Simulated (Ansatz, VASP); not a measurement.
# Sr3Be: VASP beside Ansatz

Contents of INCAR:

```
SYSTEM = Sr3Be
PREC = Accurate ; ENCUT = 520
EDIFF = 1E-6 ; ISMEAR = 0
SIGMA = 0.1 ; LREAL = .False.
LASPH = .True. ; NELM = 100
ALGO = Normal ; ISIF = 2
LWAVE = .False. ; LCHARG = .True.
GGA = PE ; LELF = .True.
LVHAR = .True. ; NBANDS = 24
```

Contents of KPOINTS:

```
regular mesh
0
Gamma
  6 6 6
  0 0 0
```

The input POSCAR:

```
Sr3Be
1.0
   -2.2791865041      2.2791865041      5.0911698533
    2.2791865041     -2.2791865041      5.0911698533
    2.2791865041      2.2791865041     -5.0911698533
Sr Be
3 1
Direct
    0.5000000000      0.5000000000      0.0000000000
    0.2500000000      0.7500000000      0.5000000000
    0.7500000000      0.2500000000      0.5000000000
    0.0000000000      0.0000000000      0.0000000000
```

Input for Ansatz:

```yaml
crystal:
  lattice:
    - [-2.2791865041, 2.2791865041, 5.0911698533]
    - [2.2791865041, -2.2791865041, 5.0911698533]
    - [2.2791865041, 2.2791865041, -5.0911698533]
  atoms:
    - { symbol: Sr, position: [0.5, 0.5, 0.0] }
    - { symbol: Sr, position: [0.25, 0.75, 0.5] }
    - { symbol: Sr, position: [0.75, 0.25, 0.5] }
    - { symbol: Be, position: [0.0, 0.0, 0.0] }
basis:
  ecutwfc: 420
kpoints:
  mp_grid: { grid: [6, 6, 6] }
hamiltonian:
  xc: pbe
scf:
  occupations: { method: gaussian, width: 0.1 }
  lower_state_search: "off"
output:
  forces: true
  stress: true
  eigenvalues: true
```

Alike in both runs: task single point; functional PBE; k mesh 6 × 6 × 6; occupations gaussian, width 0.1 eV; no spin polarisation.

|  | VASP | Ansatz |
| --- | --- | --- |
| version | VASP 6.6.1 | Ansatz 0.2.0 |
| potentials or method | VASP PAW PBE potentials, release 64 (Sr_sv, Be), cutoff 520 eV | scalar-relativistic, plane waves, PAW |
| valence electrons in the cell | 32 | 32 |

Ansatz gave:

- gap on the k mesh at the Fermi level (eV): none
- pressure (GPa): 10.8
- traceless stress, the component that is largest in VASP (GPa): -1.49

**Question.** What did VASP give for the same quantities?

**Answer.** gap on the k mesh at the Fermi level (eV): none; pressure (GPa): 10.9; traceless stress, the component that is largest in VASP (GPa): -1.51.

A gap of «none» marks a metal or a gap that the smearing closes.
